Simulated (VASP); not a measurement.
# BaCd3Se4 in VASP: further runs

The runs below take BaCd3Se4 through single point, with PBE.

All numbers are computed with VASP 6.6.1; they aren't measurements. Logs are shortened: lines on timing, memory, paths and dates and some standing lists are left out, and cuts for length are marked.

## Step 1: The cell of the first run

It takes space group P6/mmm (No. 191, hexagonal). The conventional cell has a = 6.430 Å, b = 6.430 Å, c = 6.066 Å, α = 90.00°, β = 90.00°, γ = 120.00°. Within 4.0 Å of Ba (site symmetry 6/mmm) lie 8 Se at 3.03 to 3.21 Å. Cd (site symmetry mmm) has 4 Se at 3.03 to 3.21 Å and 4 Cd at 3.21 Å within 4.0 Å. Se (site symmetry mmm) has 2 Cd at 3.03 Å and 2 Ba at 3.21 Å and 4 Se at 3.21 Å within 4.0 Å. Se (site symmetry 6/mmm) has 2 Ba at 3.03 Å and 6 Cd at 3.21 Å within 4.0 Å.

## Step 2: Single point, PBE

INCAR

```
ALGO     = Normal         # electronic algorithm
EDIFF    = 1E-7           # SCF threshold, eV
ENCUT    = 520            # plane-wave cutoff, eV
GGA      = PE             # functional
ISIF     = 2              # what is computed and relaxed
ISMEAR   = 0              # smearing method
LASPH    = T              # aspherical terms in the spheres
LCHARG   = T              # write CHGCAR
LELF     = T              # ELF
LREAL    = F              # projectors in reciprocal space
LVHAR    = T            
LWAVE    = F              # write WAVECAR
NBANDS   = 45             # bands
NELM     = 60             # most SCF steps
PREC     = Accurate       # precision mode
SIGMA    = 0.15           # smearing width, eV
```

KPOINTS

```
k-points
0
Gamma
  2 2 2
```

POSCAR

```
BaCd3Se4
1.0
    6.4298782400      0.0000000000      0.0000000000
   -3.2149391200      5.5684378991      0.0000000000
    0.0000000000      0.0000000000      6.0659995266
Ba Cd Se
1 3 4
Direct
    0.0000000000      0.0000000000      0.0000000000
    0.5000000000      0.0000000000      0.5000000000
    0.0000000000      0.5000000000      0.5000000000
    0.5000000000      0.5000000000      0.5000000000
    0.5000000000      0.0000000000      0.0000000000
    0.0000000000      0.5000000000      0.0000000000
    0.5000000000      0.5000000000      0.0000000000
    0.0000000000      0.0000000000      0.5000000000
```

Potentials or basis: VASP PAW PBE potentials, release 64 (Ba_sv, Cd, Se).

Launch:

```bash
$ cat potpaw_PBE.64/Ba_sv/POTCAR potpaw_PBE.64/Cd/POTCAR potpaw_PBE.64/Se/POTCAR > POTCAR
$ mpirun -np 1 vasp_std > vasp.out
```

OUTCAR:

```text
EDIFF = 1E-7
   ENCUT = 520
   GGA = PE
   ISIF = 2
   ISMEAR = 0
   LASPH = T
   LREAL = F
   NELM = 60
   PREC = Accurate

 ion  position               nearest neighbor table
   1  0.000  0.000  0.000-   8 3.03   8 3.03   5 3.21   5 3.21   7 3.21   6 3.21   6 3.21   7 3.21

   2  0.500  0.000  0.500-   5 3.03   5 3.03   8 3.21   8 3.21   3 3.21   4 3.21   4 3.21   3 3.21

   3  0.000  0.500  0.500-   6 3.03   6 3.03   4 3.21   4 3.21   2 3.21   8 3.21   8 3.21   2 3.21

   4  0.500  0.500  0.500-   7 3.03   7 3.03   3 3.21   3 3.21   2 3.21   2 3.21   8 3.21   8 3.21

   5  0.500  0.000  0.000-   2 3.03   2 3.03   1 3.21   1 3.21
   6  0.000  0.500  0.000-   3 3.03   3 3.03   1 3.21   1 3.21
   7  0.500  0.500  0.000-   4 3.03   4 3.03   1 3.21   1 3.21
   8  0.000  0.000  0.500-   1 3.03   1 3.03   2 3.21   2 3.21   3 3.21   3 3.21   4 3.21   4 3.21

  LATTYP: Found a hexagonal cell.
 ALAT       =     6.4298782400
 C/A-ratio  =     0.9434081487

  Lattice vectors:

 A1 = (   6.4298782400,   0.0000000000,   0.0000000000)
 A2 = (  -3.2149391200,   5.5684378991,   0.0000000000)
 A3 = (   0.0000000000,   0.0000000000,   6.0659995266)

Analysis of symmetry for initial positions (statically):
=====================================================================
 Subroutine PRICEL returns:
 Original cell was already a primitive cell.

 Routine SETGRP: Setting up the symmetry group for a
 hexagonal supercell.

 Subroutine GETGRP returns: Found 24 space group operations
 (whereof 24 operations were pure point group operations)
 out of a pool of 24 trial point group operations.

The static configuration has the point symmetry D_6h.

Analysis of symmetry for dynamics (positions and initial velocities):
=====================================================================
 Subroutine PRICEL returns:
 Original cell was already a primitive cell.

 Routine SETGRP: Setting up the symmetry group for a
 hexagonal supercell.

 Subroutine GETGRP returns: Found 24 space group operations
 (whereof 24 operations were pure point group operations)
 out of a pool of 24 trial point group operations.

The dynamic configuration has the point symmetry D_6h.

 Subroutine INISYM returns: Found 24 space group operations
 (whereof 24 operations are pure point group operations),
 and found     1 'primitive' translations

----------------------------------------------------------------------------------------

                                     Primitive cell

  volume of cell :     217.1893

  direct lattice vectors                    reciprocal lattice vectors
     6.429878240  0.000000000  0.000000000     0.155523940  0.089791789  0.000000000
    -3.214939120  5.568437899  0.000000000     0.000000000  0.179583578  0.000000000
     0.000000000  0.000000000  6.065999527     0.000000000  0.000000000  0.164853293

  length of vectors
     6.429878240  6.429878240  6.065999527     0.179583578  0.179583578  0.164853293

  position of ions in fractional coordinates (direct lattice)
     0.000000000  0.000000000  0.000000000
     0.500000000  0.000000000  0.500000000
     1.000000000  0.500000000  0.500000000
     0.500000000  0.500000000  0.500000000
     0.500000000  0.000000000  0.000000000
     1.000000000  0.500000000  0.000000000
     0.500000000  0.500000000  0.000000000
     0.000000000  0.000000000  0.500000000

  ion indices of the primitive-cell ions
   primitive index   ion index
                 1           1
                 2           2
                 3           3
                 4           4
                 5           5
                 6           6
                 7           7
                 8           8

----------------------------------------------------------------------------------------

 KPOINTS: k-points

Automatic generation of k-mesh.
 Grid dimensions read from file:
 generate k-points for:    2    2    2

 Generating k-lattice:

  Cartesian coordinates                     Fractional coordinates (reciprocal lattice)
     0.077761970  0.044895894  0.000000000     0.500000000 -0.000000000  0.000000000
     0.000000000  0.089791789  0.000000000     0.000000000  0.500000000  0.000000000
     0.000000000  0.000000000  0.082426647     0.000000000  0.000000000  0.500000000

  Length of vectors
     0.089791789  0.089791789  0.082426647

  Shift w.r.t. Gamma in fractional coordinates (k-lattice)
     0.000000000  0.000000000  0.000000000

 Subroutine IBZKPT returns following result:
 ===========================================

 Found      4 irreducible k-points:

 Following reciprocal coordinates:
            Coordinates               Weight
  0.000000  0.000000  0.000000      1.000000
  0.500000  0.000000  0.000000      3.000000
  0.000000  0.000000  0.500000      1.000000
  0.500000  0.000000  0.500000      3.000000
   k-points           NKPTS =      4   k-points in BZ     NKDIM =      4   number of bands    NBANDS=     45
   number of dos      NEDOS =    301   number of ions     NIONS =      8
   total plane-waves  NPLWV = 110592
   dimension x,y,z NGX =    48 NGY =   48 NGZ =   48
   dimension x,y,z NGXF=    96 NGYF=   96 NGZF=   96
   ions per type =               1   3   4
   NGX,Y,Z   is equivalent  to a cutoff of  12.41, 12.41, 13.15 a.u.
   NGXF,Y,Z  is equivalent  to a cutoff of  24.82, 24.82, 26.31 a.u.
 SYSTEM =  unknown system
   PREC   = accura    normal or accurate (medium, high low for compatibility)
   ISTART =      0    job   : 0-new  1-cont  2-samecut
   ICHARG =      2    charge: 1-file 2-atom 10-const
   ISPIN  =      1    spin polarized calculation?
   LNONCOLLINEAR =      F non collinear calculations
   LSORBIT =      F    spin-orbit coupling
   LASPH  =      T    aspherical Exc in radial PAW
   ENCUT  =  520.0 eV  38.22 Ry    6.18 a.u.  11.96 11.96 11.28*2*pi/ulx,y,z
   NELM   =     60;   NELMIN=  2; NELMDL= -5     # of ELM steps
   EDIFF  = 0.1E-06   stopping-criterion for ELM
   LREAL  =      F    real-space projection
   EDIFFG = 0.1E-05   stopping-criterion for IOM
   NSW    =      0    number of steps for IOM
   IBRION =     -1    ionic relax: 0-MD 1-quasi-New 2-CG
   NFREE  =      0    steps in history (QN), initial steepest desc. (CG)
   ISIF   =      2    stress and relaxation
   ISYM   =      2    0-nonsym 1-usesym 2-fastsym
   POTIM  = 0.5000    time-step for ionic-motion
   TEBEG  =    0.0;   TEEND  =   0.0 temperature during run
   PSTRESS=    0.0 pullay stress
   NELECT =      70.0000    total number of electrons
   NUPDOWN=      -1.0000    fix difference up-down
   EMIN   =  10.00;   EMAX   =-10.00  energy-range for DOS
   EFERMI =   0.00;   METHOD = LEGACY
   ISMEAR =     0;   SIGMA  =   0.15  broadening in eV -4-tet -1-fermi 0-gaus
   EFERMI_NEDOS =   21; number of points for ismear=-14 and -15
   IALGO  =     38    algorithm
   IMIX   =      4    mixing-type and parameters
     AMIX     =   0.40;   BMIX     =  1.00
     AMIX_MAG =   1.60;   BMIX_MAG =  1.00
  volume/ion in A,a.u.               =      27.15       183.21
  Fermi-wavevector in a.u.,A,eV,Ry     =   1.122435  2.121095 17.141452  1.259861
  Thomas-Fermi vector in A             =   2.259095
   LORBIT       =      0    0 simple, 1 ext, 2 COOP (PROOUT), +10 PAW based schemes
   GGA     = PE    functional components
   LHFCALC =     F    Hartree Fock is set to
   AEXX    =    0.0000 exact exchange contribution
   IVDW    =     0    specifies the selected vdW correction
   LEPSILON=     F    determine dielectric tensor
   LRPA    =     F    only Hartree local field effects (RPA)
 non-spin polarized calculation
 Gauss-broadening in eV      SIGMA  =   0.15
  energy-cutoff  :      520.00
  volume of cell :      217.19
 maximum number of plane-waves:      5873
 NGX is ok and might be reduce to    48
   NGX = 23   NGY = 23   NGZ = 23

 number of electron      70.0000002 magnetization

 Free energy of the ion-electron system (eV)
  ---------------------------------------------------
  ext. energy  EPLUGINS =         0.00000000
  ---------------------------------------------------
  free energy    TOTEN  =       -21.89345724 eV

  energy without entropy =      -21.82056582  energy(sigma->0) =      -21.85701153

 E-fermi :   2.6196     XC(G=0):  -9.5387

 val. band max:        2.5625043744   @ k =   0.0000   0.0000   0.5000
 cond. band min:       2.7270600170   @ k =   0.0000   0.0000   0.0000
 fundamental gap:      0.1645556426
 Fermi energy:         2.6196023001

 k-point     1 :       0.0000    0.0000    0.0000
  band No.  band energies     occupation
      1     -24.3424      2.00000
      2     -10.8841      2.00000
      3      -9.8710      2.00000
      4      -9.8430      2.00000
      5      -9.8275      2.00000
      6      -9.8275      2.00000
[... 37 lines left out ...]
     44       7.0752      0.00000
     45       7.4312      0.00000

 k-point     2 :       0.5000    0.0000    0.0000
  band No.  band energies     occupation
      1     -24.3412      2.00000
      2     -11.1066      2.00000
      3     -10.2775      2.00000
      4     -10.0769      2.00000
      5      -9.8681      2.00000
      6      -9.7646      2.00000
[... 37 lines left out ...]
     44       7.8513      0.00000
     45       8.0994      0.00000

 k-point     3 :       0.0000    0.0000    0.5000
  band No.  band energies     occupation
      1     -24.3409      2.00000
      2     -10.8858      2.00000
      3     -10.8167      2.00000
      4      -9.8243      2.00000
      5      -9.8243      2.00000
      6      -9.4284      2.00000
[... 37 lines left out ...]
     44       6.5443      0.00000
     45       7.1676      0.00000

 k-point     4 :       0.5000    0.0000    0.5000
  band No.  band energies     occupation
      1     -24.3396      2.00000
      2     -11.0673      2.00000
      3     -10.8507      2.00000
      4     -10.2508      2.00000
      5      -9.9979      2.00000
      6      -8.8707      2.00000
[... 37 lines left out ...]
     44       7.2254      0.00000
     45       7.2583      0.00000

------------------------ aborting loop because EDIFF is reached ----------------------------------------

  FORCE on cell =-STRESS in cart. coord.  units (eV):
  Direction    XX          YY          ZZ          XY          YZ          ZX
  --------------------------------------------------------------------------------------
  -------------------------------------------------------------------------------------
  Total        0.3492836      0.3492836      0.3312979      0.0000000     -0.0000000      0.0000000
  in kB        2.5766197      2.5766197      2.4439416      0.0000000     -0.0000000      0.0000000
  external PRESSURE =       2.5323937 kB  Pullay stress =       0.0000000 kB

 VOLUME and BASIS-vectors are now :
 -----------------------------------------------------------------------------
  energy-cutoff  :      520.00
  volume of cell :      217.19
      direct lattice vectors                 reciprocal lattice vectors
     6.429878240  0.000000000  0.000000000     0.155523940  0.089791789  0.000000000
    -3.214939120  5.568437899  0.000000000     0.000000000  0.179583578  0.000000000
     0.000000000  0.000000000  6.065999527     0.000000000  0.000000000  0.164853293

 POSITION                                       TOTAL-FORCE (eV/Angst)
 -----------------------------------------------------------------------------------
      0.00000      0.00000      0.00000        -0.000000      0.000000      0.000000
      3.21494      0.00000      3.03300         0.000000      0.000000      0.000000
     -1.60747      2.78422      3.03300        -0.000000      0.000000      0.000000
      1.60747      2.78422      3.03300        -0.000000      0.000000      0.000000
      3.21494      0.00000      0.00000        -0.000000      0.000000      0.000000
     -1.60747      2.78422      0.00000        -0.000000      0.000000      0.000000
      1.60747      2.78422      0.00000         0.000000      0.000000      0.000000
      0.00000      0.00000      3.03300        -0.000000      0.000000      0.000000
 -----------------------------------------------------------------------------------
    total drift:                                0.000000      0.000000     -0.000000

  FREE ENERGIE OF THE ION-ELECTRON SYSTEM (eV)
  ---------------------------------------------------
  free  energy   TOTEN  =       -21.8934572394 eV

  energy  without entropy=      -21.8205658187  energy(sigma->0) =      -21.85701153
```

Run time: 80 s. Hardware: 1 thread of AMD EPYC 7R43 (Zen 3), shared host; peak memory 0.29 GiB.

What came out:

| Item | Value |
| --- | --- |
| Free energy | -21.8935 eV |
| Pressure | 0.3 GPa |
| Band gap on the k mesh | zero (band 35 reaches 2.75 eV, above the bottom of band 36 at 2.51 eV) |

Caveat: the k points lie up to 0.56 Å⁻¹ apart; spin-orbit coupling is left out, which moves the levels of the heavy elements.

## Step 3: Single point, PBE

This run uses another cell than the first one, of 37.86 Å³/atom, 1.394 times its volume.

INCAR

```
ALGO = Normal
EDIFF = 1E-7
ENCUT = 520
GGA = PE
ISIF = 2
ISMEAR = 0
LASPH = T
LCHARG = F
LREAL = F
LWAVE = F
NBANDS = 45
NELM = 60
PREC = Accurate
SIGMA = 0.15
```

KPOINTS

```
k-points
0
Gamma
  3 3 2
```

POSCAR

```
BaCd3Se4
1.0
    7.5357322993      0.0000000000      0.0000000000
   -3.7678661497      6.5261356074      0.0000000000
    0.0000000000      0.0000000000      6.1583161321
Ba Cd Se
1 3 4
Direct
    0.0000000000      0.0000000000      0.0000000000
    0.4972658446      0.0000000000      0.0000000000
    0.0000000000      0.4972658446      0.0000000000
    0.5027341554      0.5027341554      0.0000000000
    0.3333333333      0.6666666667      0.7201826046
    0.3333333333      0.6666666667      0.2798173954
    0.6666666667      0.3333333333      0.2798173954
    0.6666666667      0.3333333333      0.7201826046
```

Potentials or basis: VASP PAW PBE potentials, release 64 (Ba_sv, Cd, Se).

Launch:

```bash
$ cat potpaw_PBE.64/Ba_sv/POTCAR potpaw_PBE.64/Cd/POTCAR potpaw_PBE.64/Se/POTCAR > POTCAR
$ mpirun -np 1 vasp_std > vasp.out
```

OUTCAR:

```text
EDIFF = 1E-7
   ENCUT = 520
   GGA = PE
   ISIF = 2
   ISMEAR = 0
   LASPH = T
   LREAL = F
   NELM = 60
   PREC = Accurate

 ion  position               nearest neighbor table
   1  0.000  0.000  0.000-   2 3.75   4 3.75   3 3.75   2 3.79   4 3.79   3 3.79
   2  0.497  0.000  0.000-   5 2.78   6 2.78   7 2.78   8 2.78   1 3.75   3 3.77   3 3.77   4 3.77
                             4 3.77   1 3.79
   3  0.000  0.497  0.000-   7 2.78   8 2.78   5 2.78   6 2.78   1 3.75   4 3.77   4 3.77   2 3.77
                             2 3.77   1 3.79
   4  0.503  0.503  0.000-   5 2.78   6 2.78   7 2.78   8 2.78   1 3.75   3 3.77   3 3.77   2 3.77
                             2 3.77   1 3.79
[... 484 lines left out ...]
  in kB        2.8018793      2.8018793     -0.3721621     -0.0000000      0.0000000      0.0000000
  external PRESSURE =       1.7438655 kB  Pullay stress =       0.0000000 kB

 VOLUME and BASIS-vectors are now :
 -----------------------------------------------------------------------------
  energy-cutoff  :      520.00
  volume of cell :      302.86
      direct lattice vectors                 reciprocal lattice vectors
     7.535732299  0.000000000  0.000000000     0.132701105  0.076615018  0.000000000
    -3.767866150  6.526135607  0.000000000     0.000000000  0.153230037  0.000000000
     0.000000000  0.000000000  6.158316132     0.000000000  0.000000000  0.162382050

 POSITION                                       TOTAL-FORCE (eV/Angst)
 -----------------------------------------------------------------------------------
      0.00000      0.00000      0.00000         0.000000      0.000000      0.000000
      3.74726      0.00000      0.00000        -0.003814      0.000000      0.000000
     -1.87363      3.24522      0.00000         0.001907     -0.003303      0.000000
      1.89424      3.28091      0.00000         0.001907      0.003303     -0.000000
     -0.00000      4.35076      4.43511         0.000000      0.000000      0.019005
     -0.00000      4.35076      1.72320         0.000000      0.000000     -0.019005
      3.76787      2.17538      1.72320         0.000000      0.000000     -0.019005
      3.76787      2.17538      4.43511         0.000000      0.000000      0.019005
 -----------------------------------------------------------------------------------
    total drift:                               -0.000000     -0.000000      0.000000

  FREE ENERGIE OF THE ION-ELECTRON SYSTEM (eV)
  ---------------------------------------------------
  free  energy   TOTEN  =       -19.8968402546 eV

  energy  without entropy=      -19.8418701266  energy(sigma->0) =      -19.86935519
```

OSZICAR:

```text
N       E                     dE             d eps       ncg     rms          rms(c)
DAV:   1     0.479887619018E+03    0.47989E+03   -0.30920E+04   540   0.134E+03
DAV:   2     0.180336209766E+02   -0.46185E+03   -0.44704E+03   623   0.306E+02
DAV:   3    -0.202844294866E+02   -0.38318E+02   -0.37921E+02   672   0.848E+01
DAV:   4    -0.211079354938E+02   -0.82351E+00   -0.81663E+00   700   0.105E+01
DAV:   5    -0.211271741353E+02   -0.19239E-01   -0.19232E-01   705   0.120E+00    0.103E+01
DAV:   6    -0.199634742376E+02    0.11637E+01   -0.28760E+00   669   0.965E+00    0.793E+00
DAV:   7    -0.198997909459E+02    0.63683E-01   -0.71235E-01   623   0.295E+00    0.347E+00
DAV:   8    -0.198908713431E+02    0.89196E-02   -0.80997E-02   649   0.169E+00    0.371E-01
DAV:   9    -0.198919346766E+02   -0.10633E-02   -0.12854E-02   618   0.726E-01    0.173E-01
DAV:  10    -0.198949737527E+02   -0.30391E-02   -0.42739E-03   568   0.264E-01    0.137E-01
DAV:  11    -0.198963701297E+02   -0.13964E-02   -0.21822E-03   623   0.113E-01    0.469E-02
DAV:  12    -0.198966998422E+02   -0.32971E-03   -0.56921E-04   582   0.682E-02    0.251E-02
DAV:  13    -0.198968314581E+02   -0.13162E-03   -0.36915E-04   565   0.485E-02    0.101E-02
DAV:  14    -0.198968362261E+02   -0.47680E-05   -0.11089E-05   644   0.101E-02    0.585E-03
DAV:  15    -0.198968401881E+02   -0.39620E-05   -0.71663E-06   523   0.640E-03    0.157E-03
DAV:  16    -0.198968402546E+02   -0.66553E-07   -0.35045E-07   495   0.210E-03
   1 F= -.19896840E+02 E0= -.19869355E+02  d E =-.549701E-01
```

Run time: 59 s. Hardware: 1 thread of AMD EPYC 9R45 (Zen 5), shared host; peak memory 0.4 GiB.

What came out:

```yaml
Free_energy: -19.8968 eV
Pressure: 0.2 GPa
Largest_force: 0.019 eV/Å
Band_gap_on_the_k_mesh: zero (band 35 reaches 2.13 eV, above the bottom of band 36 at 1.67 eV)
```

Forces in eV/Å, atoms in the order of the input:
```
Ba   0.000  0.000  0.000
Cd  -0.004  0.000  0.000
Cd   0.002 -0.003  0.000
Cd   0.002  0.003  0.000
Se   0.000  0.000  0.019
Se   0.000  0.000 -0.019
Se   0.000  0.000 -0.019
Se   0.000  0.000  0.019
```

Stress tensor (GPa, compression positive):
```
 0.28  0.00  0.00
 0.00  0.28  0.00
 0.00  0.00 -0.04
```

Caveat: the k points lie up to 0.51 Å⁻¹ apart; spin-orbit coupling is left out, which moves the levels of the heavy elements.

(Continued in part 2 of 2.)
